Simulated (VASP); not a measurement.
**MnS: phonons with PBEsol+D3(BJ)+U**

MnS:

```
CELL_PARAMETERS angstrom
0.00000 2.47346 2.47346
2.47346 0.00000 2.47346
2.47346 2.47346 0.00000
ATOMIC_POSITIONS crystal
Mn 0.00000 0.00000 0.00000
S 0.75000 0.75000 0.75000
```

```
Program                : VASP 6.6.1
Task                   : phonons
Functional             : PBEsol
Dispersion             : D3(BJ)
Potentials or basis    : VASP PAW PBE potentials, release 64 (Mn_pv, S)
Cutoff                 : 520 eV
k mesh                 : 6 × 6 × 6
Occupations            : fermi-dirac, width 0.1 eV
Spin                   : collinear spin, ferromagnetic start
Starting moments       : [4.0, 0.0] μB
Hubbard terms          : Mn d U = 1.0 eV
Dipole correction      : no
Further INCAR settings : ALGO = Normal; EDIFF = 1e-08; IBRION = 6; POTIM = 0.015; NSW = 1
```

```yaml
Net_moment: 2.97 μB per cell
Site_moments: Mn +2.85; S -0.05 μB
Valence_electrons_inside_the_program's_atomic_spheres: Mn 11.95; S 3.79
Highest_phonon_frequency_at_Γ_LO-TO_splitting_left_out: 401 cm⁻¹
Dispersion_energy_per_atom: -0.416 eV
```

Phonon frequencies in cm⁻¹ (negative: imaginary):
| q point | frequencies |
| --- | --- |
| (0.000, 0.000, 0.000) | 0 0 0 401 401 401 |

Eigenvalues of the final occupation matrices:
| site | spin | trace | eigenvalues |
| --- | --- | --- | --- |
| site 1 d | 1 | 4.01 | 0.76 0.77 0.77 0.86 0.86 |
| site 1 d | 2 | 1.26 | 0.17 0.17 0.30 0.31 0.31 |

Run time: 4 min on 1 thread of Intel Xeon 8259CL, with other jobs on the host, peak memory 0.22 GiB.

Caveat: the k points lie up to 0.37 Å⁻¹ apart; the cell stands under pressure or tension, which shifts response properties; three body term missing; a cell with one magnetic atom can't hold antiferromagnetic order, which such compounds often take. The state reached can hang on the start; a lower one may exist.
